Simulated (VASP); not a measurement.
# MnS: single point with PBEsol

MnS:

```
CELL_PARAMETERS angstrom
0.00000 2.58702 2.58702
2.58702 0.00000 2.58702
2.58702 2.58702 0.00000
ATOMIC_POSITIONS crystal
Mn 0.00000 0.00000 0.00000
S 0.50000 0.50000 0.50000
```

```
Program             : VASP 6.6.1
Task                : single point
Functional          : PBEsol
Potentials or basis : VASP PAW PBE potentials, release 64 (Mn_pv, S)
Cutoff              : 520 eV
k mesh              : 9 × 9 × 9
Occupations         : fermi-dirac, width 0.05 eV
Spin                : collinear spin, ferromagnetic start
Starting moments    : [4.0, 0.0] μB
```

```json
{
 "Pressure": "-6.3 GPa",
 "Net moment": "4.64 μB per cell",
 "Site moments": "Mn +4.19; S +0.10 μB",
 "Valence electrons inside the program's atomic spheres": "Mn 11.33; S 3.70"
}
```

Levels at points of the mesh, in eV from the Fermi level:
Spin up:
| k point | band 9 | band 10 | band 11 | band 12 | band 13 | band 14 | band 15 | band 16 |
| --- | --- | --- | --- | --- | --- | --- | --- | --- |
| (0.00, 0.00, 0.00) | -3.27 | -1.89 | -1.89 | -1.89 | 1.78 | 8.59 | 8.59 | 8.59 |
Spin down:
| k point | band 4 | band 5 | band 6 | band 7 | band 8 | band 9 | band 10 | band 11 |
| --- | --- | --- | --- | --- | --- | --- | --- | --- |
| (0.00, 0.00, 0.00) | -14.40 | -1.64 | -1.64 | -1.64 | 0.21 | 0.21 | 0.21 | 0.30 |

It took 80 s on 1 thread of Intel Xeon 8259CL, with other jobs on the host, peak memory 0.19 GiB.

Caveat: the cell stands under tension; the PAW data sets were made with another functional, which shifts forces and pressure a little; a cell with one magnetic atom can't hold antiferromagnetic order, which such compounds often take; semilocal functionals often make such compounds metallic where correlation or magnetic order opens a gap, which also shifts bond lengths. With open d or f shells a metallic result of PBEsol can be an artefact of self-interaction; +U or a hybrid may open a gap.
